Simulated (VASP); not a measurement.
# MoC2 (Fd-3m) in VASP: single point with PBE

Aim: the single point of MoC2 with PBE.

Program: VASP 6.6.1. These are calculated values, not measurements. Logs are shortened: lines on timing, memory, paths and dates and some standing lists are left out, and cuts for length are marked.

## Step 1: The cell of the first run

Symmetry: Fd-3m, No. 227, cubic system. The conventional cell has a = 6.996 Å, b = 6.996 Å, c = 6.996 Å, α = 90.00°, β = 90.00°, γ = 90.00°. Mo (site symmetry -43m) has 12 C at 2.90 Å and 4 Mo at 3.03 Å within 3.8 Å. C (site symmetry -3m) has 6 C at 2.47 Å and 6 Mo at 2.90 Å within 3.3 Å.

## Step 2: Single point, PBE

Contents of INCAR:

```
SYSTEM = MoC2
PREC = Accurate
ENCUT = 520
EDIFF = 1E-7
ISMEAR = 0
SIGMA = 0.1
LREAL = .FALSE.
LASPH = .TRUE.
NELM = 80
ALGO = Normal
ISIF = 2
LWAVE = .FALSE.
LCHARG = .TRUE.
GGA = PE
LELF = .TRUE.
LVHAR = .TRUE.
NBANDS = 31
```

Contents of KPOINTS:

```
regular mesh
0
G
  4 4 4
  0 0 0
```

Contents of POSCAR:

```
MoC2
1.0
    0.0000000000      3.4978685800      3.4978685800
    3.4978685800      0.0000000000      3.4978685800
    3.4978685800      3.4978685800      0.0000000000
Mo C
2 4
Direct
    0.2500000000      0.2500000000      0.2500000000
    0.0000000000      0.0000000000      0.0000000000
    0.6250000000      0.6250000000      0.1250000000
    0.6250000000      0.1250000000      0.6250000000
    0.6250000000      0.6250000000      0.6250000000
    0.1250000000      0.6250000000      0.6250000000
```

Potentials or basis: VASP PAW PBE potentials, release 64 (Mo_sv, C).

Launch:

```sh
$ cat potpaw_PBE.64/Mo_sv/POTCAR potpaw_PBE.64/C/POTCAR > POTCAR
$ mpirun -np 1 vasp_std > vasp.out
```

OUTCAR:

```text
SYSTEM = MoC2
   PREC = Accurate
   ENCUT = 520
   EDIFF = 1E-7
   ISMEAR = 0
   LREAL = .FALSE.
   LASPH = .TRUE.
   NELM = 80
   ISIF = 2
   GGA = PE

 ion  position               nearest neighbor table
   1  0.250  0.250  0.250-   2 3.03   2 3.03   2 3.03   2 3.03
   2  0.000  0.000  0.000-   1 3.03   1 3.03   1 3.03   1 3.03
   3  0.625  0.625  0.125-
   4  0.625  0.125  0.625-
   5  0.625  0.625  0.625-
   6  0.125  0.625  0.625-

  LATTYP: Found a face centered cubic cell.
 ALAT       =     6.9957371600

  Lattice vectors:

 A1 = (   0.0000000000,   3.4978685800,   3.4978685800)
 A2 = (   3.4978685800,   0.0000000000,   3.4978685800)
 A3 = (   3.4978685800,   3.4978685800,   0.0000000000)

Analysis of symmetry for initial positions (statically):
=====================================================================
 Subroutine PRICEL returns:
 Original cell was already a primitive cell.

 Routine SETGRP: Setting up the symmetry group for a
 face centered cubic supercell.

 Subroutine GETGRP returns: Found 48 space group operations
 (whereof 24 operations were pure point group operations)
 out of a pool of 48 trial point group operations.

The static configuration has the point symmetry T_d .
 The point group associated with its full space group is O_h .

Analysis of symmetry for dynamics (positions and initial velocities):
=====================================================================
 Subroutine PRICEL returns:
 Original cell was already a primitive cell.

 Routine SETGRP: Setting up the symmetry group for a
 face centered cubic supercell.

 Subroutine GETGRP returns: Found 48 space group operations
 (whereof 24 operations were pure point group operations)
 out of a pool of 48 trial point group operations.

The dynamic configuration has the point symmetry T_d .
 The point group associated with its full space group is O_h .

 Subroutine INISYM returns: Found 48 space group operations
 (whereof 24 operations are pure point group operations),
 and found     1 'primitive' translations

----------------------------------------------------------------------------------------

                                     Primitive cell

  volume of cell :      85.5934

  direct lattice vectors                    reciprocal lattice vectors
     0.000000000  3.497868580  3.497868580    -0.142944193  0.142944193  0.142944193
     3.497868580  0.000000000  3.497868580     0.142944193 -0.142944193  0.142944193
     3.497868580  3.497868580  0.000000000     0.142944193  0.142944193 -0.142944193

  length of vectors
     4.946733185  4.946733185  4.946733185     0.247586604  0.247586604  0.247586604

  position of ions in fractional coordinates (direct lattice)
     0.250000000  0.250000000  0.250000000
     0.000000000  0.000000000  0.000000000
     0.625000000  0.625000000  0.125000000
     0.625000000  0.125000000  0.625000000
     0.625000000  0.625000000  0.625000000
     0.125000000  0.625000000  0.625000000

  ion indices of the primitive-cell ions
   primitive index   ion index
                 1           1
                 2           2
                 3           3
                 4           4
                 5           5
                 6           6

----------------------------------------------------------------------------------------

 KPOINTS: regular mesh

Automatic generation of k-mesh.
 Grid dimensions read from file:
 generate k-points for:    4    4    4

 Generating k-lattice:

  Cartesian coordinates                     Fractional coordinates (reciprocal lattice)
    -0.035736048  0.035736048  0.035736048     0.250000000  0.000000000  0.000000000
     0.035736048 -0.035736048  0.035736048     0.000000000  0.250000000  0.000000000
     0.035736048  0.035736048 -0.035736048     0.000000000  0.000000000  0.250000000

  Length of vectors
     0.061896651  0.061896651  0.061896651

  Shift w.r.t. Gamma in fractional coordinates (k-lattice)
     0.000000000  0.000000000  0.000000000

 Subroutine IBZKPT returns following result:
 ===========================================

 Found      8 irreducible k-points:

 Following reciprocal coordinates:
            Coordinates               Weight
  0.000000  0.000000  0.000000      1.000000
  0.250000  0.000000  0.000000      8.000000
  0.500000  0.000000  0.000000      4.000000
  0.250000  0.250000  0.000000      6.000000
  0.500000  0.250000  0.000000     24.000000
 -0.250000  0.250000  0.000000     12.000000
  0.500000  0.500000  0.000000      3.000000
 -0.250000  0.500000  0.250000      6.000000
   k-points           NKPTS =      8   k-points in BZ     NKDIM =      8   number of bands    NBANDS=     31
   number of dos      NEDOS =    301   number of ions     NIONS =      6
   total plane-waves  NPLWV =  64000
   dimension x,y,z NGX =    40 NGY =   40 NGZ =   40
   dimension x,y,z NGXF=    80 NGYF=   80 NGZF=   80
   ions per type =               2   4
   NGX,Y,Z   is equivalent  to a cutoff of  13.44, 13.44, 13.44 a.u.
   NGXF,Y,Z  is equivalent  to a cutoff of  26.89, 26.89, 26.89 a.u.
 SYSTEM =  MoC2
   PREC   = accura    normal or accurate (medium, high low for compatibility)
   ISTART =      0    job   : 0-new  1-cont  2-samecut
   ICHARG =      2    charge: 1-file 2-atom 10-const
   ISPIN  =      1    spin polarized calculation?
   LNONCOLLINEAR =      F non collinear calculations
   LSORBIT =      F    spin-orbit coupling
   LASPH  =      T    aspherical Exc in radial PAW
   ENCUT  =  520.0 eV  38.22 Ry    6.18 a.u.   9.20  9.20  9.20*2*pi/ulx,y,z
   NELM   =     80;   NELMIN=  2; NELMDL= -5     # of ELM steps
   EDIFF  = 0.1E-06   stopping-criterion for ELM
   LREAL  =      F    real-space projection
   EDIFFG = 0.1E-05   stopping-criterion for IOM
   NSW    =      0    number of steps for IOM
   IBRION =     -1    ionic relax: 0-MD 1-quasi-New 2-CG
   NFREE  =      0    steps in history (QN), initial steepest desc. (CG)
   ISIF   =      2    stress and relaxation
   ISYM   =      2    0-nonsym 1-usesym 2-fastsym
   POTIM  = 0.5000    time-step for ionic-motion
   TEBEG  =    0.0;   TEEND  =   0.0 temperature during run
   PSTRESS=    0.0 pullay stress
   NELECT =      44.0000    total number of electrons
   NUPDOWN=      -1.0000    fix difference up-down
   EMIN   =  10.00;   EMAX   =-10.00  energy-range for DOS
   EFERMI =   0.00;   METHOD = LEGACY
   ISMEAR =     0;   SIGMA  =   0.10  broadening in eV -4-tet -1-fermi 0-gaus
   EFERMI_NEDOS =   21; number of points for ismear=-14 and -15
   IALGO  =     38    algorithm
   IMIX   =      4    mixing-type and parameters
     AMIX     =   0.40;   BMIX     =  1.00
     AMIX_MAG =   1.60;   BMIX_MAG =  1.00
  volume/ion in A,a.u.               =      14.27        96.27
  Fermi-wavevector in a.u.,A,eV,Ry     =   1.311431  2.478246 23.400010  1.719852
  Thomas-Fermi vector in A             =   2.441893
   LORBIT       =      0    0 simple, 1 ext, 2 COOP (PROOUT), +10 PAW based schemes
   GGA     = PE    functional components
   LHFCALC =     F    Hartree Fock is set to
   AEXX    =    0.0000 exact exchange contribution
   IVDW    =     0    specifies the selected vdW correction
   LEPSILON=     F    determine dielectric tensor
   LRPA    =     F    only Hartree local field effects (RPA)
 non-spin polarized calculation
 Gauss-broadening in eV      SIGMA  =   0.10
  energy-cutoff  :      520.00
  volume of cell :       85.59
 maximum number of plane-waves:      2332
 NGX is ok and might be reduce to    40
   NGX = 19   NGY = 19   NGZ = 19

 number of electron      44.0000002 magnetization

 Free energy of the ion-electron system (eV)
  ---------------------------------------------------
  ext. energy  EPLUGINS =         0.00000000
  ---------------------------------------------------
  free energy    TOTEN  =       -38.60397257 eV

  energy without entropy =      -38.57274230  energy(sigma->0) =      -38.58835743

 E-fermi :   5.8347     XC(G=0): -11.2653

 val. band max:        5.5904388881   @ k =   0.5000   0.2500   0.0000
 cond. band min:       5.8571161659   @ k =   0.5000   0.2500   0.0000
 fundamental gap:      0.2666772779
 Fermi energy:         5.8347059627

 k-point     1 :       0.0000    0.0000    0.0000
  band No.  band energies     occupation
      1     -55.7721      2.00000
      2     -55.7112      2.00000
      3     -29.8230      2.00000
      4     -29.8230      2.00000
      5     -29.8230      2.00000
      6     -29.6457      2.00000
[... 23 lines left out ...]
     30       8.8598      0.00000
     31       8.8598      0.00000

 k-point     2 :       0.2500    0.0000    0.0000
  band No.  band energies     occupation
      1     -55.7657      2.00000
      2     -55.7176      2.00000
      3     -29.8322      2.00000
      4     -29.8322      2.00000
      5     -29.8193      2.00000
      6     -29.6511      2.00000
[... 23 lines left out ...]
     30       8.5376      0.00000
     31       8.5376      0.00000

 k-point     3 :       0.5000    0.0000    0.0000
  band No.  band energies     occupation
      1     -55.7569      2.00000
      2     -55.7265      2.00000
      3     -29.8406      2.00000
      4     -29.8406      2.00000
      5     -29.8156      2.00000
      6     -29.6565      2.00000
[... 23 lines left out ...]
     30       8.2425      0.00000
     31       8.2425      0.00000

 k-point     4 :       0.2500    0.2500    0.0000
  band No.  band energies     occupation
      1     -55.7632      2.00000
      2     -55.7201      2.00000
      3     -29.8421      2.00000
      4     -29.8421      2.00000
      5     -29.7979      2.00000
      6     -29.6728      2.00000
[... 23 lines left out ...]
     30       8.6594      0.00000
     31       8.7572      0.00000

 k-point     5 :       0.5000    0.2500    0.0000
  band No.  band energies     occupation
      1     -55.7525      2.00000
      2     -55.7309      2.00000
      3     -29.8565      2.00000
      4     -29.8498      2.00000
      5     -29.7770      2.00000
      6     -29.6942      2.00000
[... 23 lines left out ...]
     30       8.1953      0.00000
     31       8.5681      0.00000

 k-point     6 :      -0.2500    0.2500    0.0000
  band No.  band energies     occupation
      1     -55.7569      2.00000
      2     -55.7265      2.00000
      3     -29.8547      2.00000
      4     -29.8406      2.00000
      5     -29.7929      2.00000
      6     -29.6778      2.00000
[... 23 lines left out ...]
     30       8.2475      0.00000
     31       8.4675      0.00000

 k-point     7 :       0.5000    0.5000    0.0000
  band No.  band energies     occupation
      1     -55.7417      2.00000
      2     -55.7417      2.00000
      3     -29.8583      2.00000
      4     -29.8583      2.00000
      5     -29.7363      2.00000
      6     -29.7363      2.00000
[... 23 lines left out ...]
     30       7.8956      0.00000
     31       8.4298      0.00000

 k-point     8 :      -0.2500    0.5000    0.2500
  band No.  band energies     occupation
      1     -55.7417      2.00000
      2     -55.7417      2.00000
      3     -29.8588      2.00000
      4     -29.8588      2.00000
      5     -29.7355      2.00000
      6     -29.7355      2.00000
[... 23 lines left out ...]
     30       7.5198      0.00000
     31       8.4922      0.00000

------------------------ aborting loop because EDIFF is reached ----------------------------------------

  FORCE on cell =-STRESS in cart. coord.  units (eV):
  Direction    XX          YY          ZZ          XY          YZ          ZX
  --------------------------------------------------------------------------------------
  -------------------------------------------------------------------------------------
  Total      -21.7910244    -21.7910244    -21.7910244      0.0000000      0.0000000     -0.0000000
  in kB     -407.8944233   -407.8944233   -407.8944233      0.0000000      0.0000000     -0.0000000
  external PRESSURE =    -407.8944233 kB  Pullay stress =       0.0000000 kB

 VOLUME and BASIS-vectors are now :
 -----------------------------------------------------------------------------
  energy-cutoff  :      520.00
  volume of cell :       85.59
      direct lattice vectors                 reciprocal lattice vectors
     0.000000000  3.497868580  3.497868580    -0.142944193  0.142944193  0.142944193
     3.497868580  0.000000000  3.497868580     0.142944193 -0.142944193  0.142944193
     3.497868580  3.497868580  0.000000000     0.142944193  0.142944193 -0.142944193

 POSITION                                       TOTAL-FORCE (eV/Angst)
 -----------------------------------------------------------------------------------
      1.74893      1.74893      1.74893         0.000000      0.000000      0.000000
      0.00000      0.00000      0.00000        -0.000000     -0.000000     -0.000000
      2.62340      2.62340      4.37234         0.000000      0.000000      0.000000
      2.62340      4.37234      2.62340         0.000000      0.000000      0.000000
      4.37234      4.37234      4.37234         0.000000      0.000000      0.000000
      4.37234      2.62340      2.62340         0.000000      0.000000      0.000000
 -----------------------------------------------------------------------------------
    total drift:                               -0.000000     -0.000000      0.000000

  FREE ENERGIE OF THE ION-ELECTRON SYSTEM (eV)
  ---------------------------------------------------
  free  energy   TOTEN  =       -38.6039725665 eV

  energy  without entropy=      -38.5727423023  energy(sigma->0) =      -38.58835743
```

Run time: 39 s. Hardware: 1 thread of Intel Xeon Platinum 8259CL at 2.50GHz (Skylake/Cascade Lake), shared host; peak memory 0.24 GiB.

What came out:

```yaml
Free_energy: -38.6040 eV
Pressure: -40.8 GPa
Band_gap_on_the_k_mesh: zero (band 22 reaches 6.63 eV, above the bottom of band 23 at 5.52 eV)
```

Levels at points of the mesh, in eV from the Fermi level:
| k point | band 18 | band 19 | band 20 | band 21 | band 22 | band 23 | band 24 | band 25 |
| --- | --- | --- | --- | --- | --- | --- | --- | --- |
| (0.00, 0.00, 0.00) | -3.85 | -0.82 | -0.82 | -0.82 | 0.71 | 1.04 | 1.04 | 2.13 |
| (0.50, 0.00, 0.00) | -1.63 | -1.48 | -1.48 | -0.71 | 0.34 | 0.34 | 0.65 | 0.87 |
| (0.50, 0.50, 0.00) | -1.68 | -0.79 | -0.79 | -0.55 | -0.55 | -0.32 | -0.32 | 0.84 |

Caveat: the k points lie up to 0.39 Å⁻¹ apart.
